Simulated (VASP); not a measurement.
The system is CaO.

```
Ca O
1.0
     0.00000    2.39755    2.39755
     2.39755    0.00000    2.39755
     2.39755    2.39755    0.00000
Ca O
1 1
Direct
  0.00000 0.00000 0.00000
  0.50000 0.50000 0.50000
```

Base run:

| Quantity | Value |
| --- | --- |
| Program | VASP 6.6.1 |
| Functional | PBE |
| Potentials or basis | VASP PAW PBE potentials, release 64 (Ca_sv, O) |
| Cutoff | 520 eV |
| k mesh | 6 × 6 × 6 |
| Occupations | gaussian, width 0.01 eV |
| Spin | no spin polarisation |

Its results: band gap on the k mesh 3.63 eV (least direct gap 4.01 eV); pressure 3.1 GPa.

The run is repeated on the same cell with these changes: cutoff from 520 eV to 600 eV; dispersion from none to D4. What comes out?

Band gap on the k mesh 3.63 eV (least direct gap 4.01 eV); pressure 0.8 GPa.

Caveats: the cell stands under pressure (at least some runs).

A k mesh can miss the band edges.
